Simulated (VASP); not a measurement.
# Ru (P6_3/mmc) in VASP: single point with r2SCAN

Aim: the single point of Ru with r2SCAN.

All numbers are computed with VASP 6.6.1; they aren't measurements. Logs are shortened: lines on timing, memory, paths and dates and some standing lists are left out, and cuts for length are marked.

**1. The cell of the first run**

It takes space group P6_3/mmc (No. 194, hexagonal). Conventional cell: a = 2.795 Å, b = 2.795 Å, c = 8.969 Å, α = 90.00°, β = 90.00°, γ = 120.00°. Ru (site symmetry -3m) has 12 Ru at 2.76 to 2.80 Å within 3.6 Å. Ru (site symmetry -6m2) has 12 Ru at 2.76 to 2.80 Å within 3.6 Å.

**2. Single point, r2SCAN, collinear spin, ferromagnetic start (15.17 Å³/atom)**

File POSCAR:

```
Ru
1.0
    2.7950143347      0.0000000000      0.0000000000
   -1.3975071673      2.4205534178      0.0000000000
    0.0000000000      0.0000000000      8.9685769798
Ru
4
Direct
    1.0000000000      0.0000000000      0.0000000000
    1.0000000000      0.0000000000      0.5000000000
    0.3333333333      0.6666666667      0.2500000000
    0.6666666667      0.3333333333      0.7500000000
```

File INCAR.step1:

```
SYSTEM = Ru
ALGO = Normal
EDIFF = 1E-4
ENCUT = 520
GGA = PE
ISMEAR = -1
ISPIN = 2
KPAR = 4
LASPH = .TRUE.
LCHARG = .FALSE.
LMAXMIX = 4
LREAL = .FALSE.
LWAVE = .TRUE.
MAGMOM = 1 1 1 1
NBANDS = 40
NELM = 150
PREC = Accurate
SIGMA = 0.05
```

File INCAR.step2:

```
SYSTEM = Ru
ALGO = Normal
EDIFF = 1E-7
ENCUT = 520
ISIF = 2
ISMEAR = -1
ISPIN = 2
ISTART = 1
KPAR = 4
LASPH = .TRUE.
LCHARG = .TRUE.
LMAXMIX = 4
LMIXTAU = .TRUE.
LORBIT = 11
LREAL = .FALSE.
LVHAR = .TRUE.
LWAVE = .FALSE.
MAGMOM = 1 1 1 1
METAGGA = R2SCAN
NBANDS = 40
NELM = 150
PREC = Accurate
SIGMA = 0.05
```

File KPOINTS:

```
k-points
0
G
  18 18 5
  0 0 0
```

Potentials or basis: VASP PAW PBE potentials, release 64 (Ru_pv).

Run with:

```sh
> cat potpaw_PBE.64/Ru_pv/POTCAR > POTCAR
> cp INCAR.step1 INCAR
> mpirun -np 4 vasp_std > vasp.out
> cp INCAR.step2 INCAR
> mpirun -np 4 vasp_std > vasp.out
```

OUTCAR:

```text
SYSTEM = Ru
   EDIFF = 1E-7
   ENCUT = 520
   ISIF = 2
   ISMEAR = -1
   ISPIN = 2
   ISTART = 1
   LASPH = .TRUE.
   LORBIT = 11
   LREAL = .FALSE.
   METAGGA = R2SCAN
   NELM = 150
   PREC = Accurate

 ion  position               nearest neighbor table
   1  0.000  0.000  0.000-   3 2.76   4 2.76   3 2.76   4 2.76   4 2.76   3 2.76
   2  0.000  0.000  0.500-   3 2.76   4 2.76   3 2.76   4 2.76   4 2.76   3 2.76
   3  0.333  0.667  0.250-   1 2.76   2 2.76   1 2.76   2 2.76   1 2.76   2 2.76
   4  0.667  0.333  0.750-   1 2.76   2 2.76   1 2.76   2 2.76   1 2.76   2 2.76

  LATTYP: Found a hexagonal cell.
 ALAT       =     2.7950143347
 C/A-ratio  =     3.2087767381

  Lattice vectors:

 A1 = (   2.7950143347,   0.0000000000,   0.0000000000)
 A2 = (  -1.3975071673,   2.4205534178,   0.0000000000)
 A3 = (   0.0000000000,   0.0000000000,   8.9685769798)

Analysis of symmetry for initial positions (statically):
=====================================================================
 Subroutine PRICEL returns:
 Original cell was already a primitive cell.

 Routine SETGRP: Setting up the symmetry group for a
 hexagonal supercell.

 Subroutine GETGRP returns: Found 24 space group operations
 (whereof 12 operations were pure point group operations)
 out of a pool of 24 trial point group operations.

The static configuration has the point symmetry D_3d.
 The point group associated with its full space group is D_6h.

Analysis of symmetry for dynamics (positions and initial velocities):
=====================================================================
 Subroutine PRICEL returns:
 Original cell was already a primitive cell.

 Routine SETGRP: Setting up the symmetry group for a
 hexagonal supercell.

 Subroutine GETGRP returns: Found 24 space group operations
 (whereof 12 operations were pure point group operations)
 out of a pool of 24 trial point group operations.

The dynamic configuration has the point symmetry D_3d.
 The point group associated with its full space group is D_6h.

Analysis of structural, dynamic, and magnetic symmetry:
=====================================================================
 Subroutine PRICEL returns:
 Original cell was already a primitive cell.

 Routine SETGRP: Setting up the symmetry group for a
 hexagonal supercell.

 Subroutine GETGRP returns: Found 24 space group operations
 (whereof 12 operations were pure point group operations)
 out of a pool of 24 trial point group operations.

The overall configuration has the point symmetry D_3d.
[... 129 lines left out ...]
   METAGGA = R2SCAN    functional components
   LHFCALC =     F    Hartree Fock is set to
   AEXX    =    0.0000 exact exchange contribution
   IVDW    =     0    specifies the selected vdW correction
   LEPSILON=     F    determine dielectric tensor
   LRPA    =     F    only Hartree local field effects (RPA)
 spin polarized calculation
  energy-cutoff  :      520.00
  volume of cell :       60.68
 maximum number of plane-waves:      1650
 NGX is ok and might be reduce to    24
   NGX = 11   NGY = 11   NGZ = 33

 number of electron      55.9999995 magnetization       0.0000049

 Free energy of the ion-electron system (eV)
  ---------------------------------------------------
  ext. energy  EPLUGINS =         0.00000000
  ---------------------------------------------------
  free energy    TOTEN  =      -100.77965984 eV

  energy without entropy =     -100.74206391  energy(sigma->0) =     -100.76086187

 E-fermi :  10.7598     XC(G=0): -14.6270

 val. band max:       10.7561843501   @ k =   0.2778   0.0000   0.4000
 cond. band min:      10.7633841826   @ k =   0.3889   0.2222   0.4000
 fundamental gap:      0.0071998325
 Fermi energy:        10.7598333345

 spin component 1

 k-point     1 :       0.0000    0.0000    0.0000
  band No.  band energies     occupation
      1     -33.8523      1.00000
      2     -33.4713      1.00000
      3     -33.4220      1.00000
      4     -33.1665      1.00000
      5     -33.1665      1.00000
      6     -33.1182      1.00000
[... 1021 lines left out ...]
     39      19.2380      0.00000
     40      19.2380      0.00000

 [... further k-points ...]

 spin component 2

 k-point     1 :       0.0000    0.0000    0.0000
  band No.  band energies     occupation
      1     -33.8523      1.00000
      2     -33.4713      1.00000
      3     -33.4220      1.00000
      4     -33.1665      1.00000
      5     -33.1665      1.00000
      6     -33.1182      1.00000
[... 1021 lines left out ...]
     39      19.2380      0.00000
     40      19.2380      0.00000

 [... further k-points ...]

------------------------ aborting loop because EDIFF is reached ----------------------------------------

  FORCE on cell =-STRESS in cart. coord.  units (eV):
  Direction    XX          YY          ZZ          XY          YZ          ZX
  --------------------------------------------------------------------------------------
  -------------------------------------------------------------------------------------
  Total      -10.5856626    -10.5856626    -10.5669146     -0.0000000      0.0000000      0.0000000
  in kB     -279.5158118   -279.5158118   -279.0207684     -0.0000000      0.0000000      0.0000000
  external PRESSURE =    -279.3507973 kB  Pullay stress =       0.0000000 kB

 VOLUME and BASIS-vectors are now :
 -----------------------------------------------------------------------------
  energy-cutoff  :      520.00
  volume of cell :       60.68
      direct lattice vectors                 reciprocal lattice vectors
     2.795014335  0.000000000  0.000000000     0.357779918  0.206564332  0.000000000
    -1.397507167  2.420553418  0.000000000     0.000000000  0.413128664  0.000000000
     0.000000000  0.000000000  8.968576980     0.000000000  0.000000000  0.111500409

 POSITION                                       TOTAL-FORCE (eV/Angst)
 -----------------------------------------------------------------------------------
      0.00000      0.00000      0.00000         0.000000      0.000000      0.000000
      0.00000      0.00000      4.48429        -0.000000      0.000000      0.000000
     -0.00000      1.61370      2.24214         0.000000     -0.000000     -0.000000
      1.39751      0.80685      6.72643        -0.000000      0.000000      0.000000
 -----------------------------------------------------------------------------------
    total drift:                               -0.000000      0.000000      0.000000

  FREE ENERGIE OF THE ION-ELECTRON SYSTEM (eV)
  ---------------------------------------------------
  free  energy   TOTEN  =      -100.7796598360 eV

  energy  without entropy=     -100.7420639102  energy(sigma->0) =     -100.76086187

 total charge

# of ion       s       p       d       tot
------------------------------------------
    1        0.372   6.248   5.848  12.468
    2        0.372   6.248   5.848  12.468
    3        0.372   6.248   5.853  12.473
    4        0.372   6.248   5.853  12.473
--------------------------------------------------
tot          1.487  24.992  23.403  49.882

 magnetization (x)

# of ion       s       p       d       tot
------------------------------------------
    1       -0.000  -0.000  -0.000  -0.000
    2       -0.000  -0.000  -0.000  -0.000
    3       -0.000   0.000   0.000   0.000
    4       -0.000   0.000   0.000   0.000
--------------------------------------------------
tot         -0.000  -0.000   0.000   0.000
```

OUTCAR.step1:

```text
SYSTEM = Ru
   EDIFF = 1E-4
   ENCUT = 520
   GGA = PE
   ISMEAR = -1
   ISPIN = 2
   LASPH = .TRUE.
   LREAL = .FALSE.
   NELM = 150
[... 2314 lines left out ...]
      0.00000      0.00000      4.48429        -0.000000      0.000000      0.000000
     -0.00000      1.61370      2.24214         0.000000     -0.000000      0.000000
      1.39751      0.80685      6.72643        -0.000000      0.000000     -0.000000
 -----------------------------------------------------------------------------------
    total drift:                               -0.000000      0.000000      0.000000

  FREE ENERGIE OF THE ION-ELECTRON SYSTEM (eV)
  ---------------------------------------------------
  free  energy   TOTEN  =       -36.2139878760 eV

  energy  without entropy=      -36.1745167182  energy(sigma->0) =      -36.19425230
```

It took 27 min on 4 MPI ranks of Oxide Virtual Turin-like, shared host; peak memory 0.46 GiB.

Results:

| Item | Value |
| --- | --- |
| Free energy | -100.7797 eV |
| Pressure | -27.9 GPa |
| Band gap on the k mesh | zero (filled and empty bands overlap) |
| Net moment | 0.00 μB per cell |
| Valence electrons inside the program's atomic spheres | Ru 12.47 |

Levels at points of the mesh, in eV from the Fermi level:
Spin up:
```
           k point  band 26  band 27  band 28  band 29  band 30  band 31
(0.00, 0.00, 0.00)    -1.86    -1.86    -0.71    -0.71    -0.06    -0.06
(0.50, 0.00, 0.00)     1.37     1.38     1.50     1.52     1.53     1.69
```
Spin down:
| k point | band 25 | band 26 | band 27 | band 28 | band 29 | band 30 | band 31 | band 32 |
| --- | --- | --- | --- | --- | --- | --- | --- | --- |
| (0.00, 0.00, 0.00) | -1.94 | -1.86 | -1.86 | -0.71 | -0.71 | -0.06 | -0.06 | 0.51 |
| (0.50, 0.00, 0.00) | -0.79 | 1.37 | 1.38 | 1.50 | 1.52 | 1.53 | 1.69 | 1.77 |

Caveat: the cell stands under tension; the PAW data sets were made with another functional, which shifts forces and pressure a little.
